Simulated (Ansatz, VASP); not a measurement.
**SiC: VASP beside Ansatz**

```xyz
8
Lattice="5.6077 0.0000 0.0000 0.0000 5.6077 0.0000 0.0000 0.0000 3.0227" Properties=species:S:1:pos:R:3 pbc="T T T"
Si    0.5279    1.8729    0.7123
Si    5.0798    3.7348    2.2236
Si    3.7348    0.5279    2.9793
Si    1.8729    5.0798    1.4679
C     1.8392    0.6794    0.0434
C     3.7686    4.9283    1.5547
C     4.9283    1.8392    2.3104
C     0.6794    3.7686    0.7990
```

Alike in both runs: functional PBE; k mesh 6 × 6 × 10; occupations gaussian, width 0.02 eV; no spin polarisation.

Ansatz relaxed the structure, and its values are those at the end. VASP's run is a single point on that final structure, the one shown.

```csv
,VASP,Ansatz
version,VASP 6.6.1,Ansatz 0.2.0
potentials or method,"VASP PAW PBE potentials, release 64 (Si, C), cutoff 520 eV","scalar-relativistic, plane waves, PAW"
valence electrons in the cell,32,32
```

|  | VASP | Ansatz | Ansatz less VASP |
| --- | --- | --- | --- |
| gap on the k mesh at the Fermi level (eV) | 0.92 | 0.93 | +0.005 |
| least direct gap on the mesh (eV) | 1.19 | 1.19 | +0.004 |
| pressure (GPa) | 0.0 | 0.0 | 0.00 |
| rms of the force components (eV/Å) | 0.005 | 0.002 | -0.0033 |
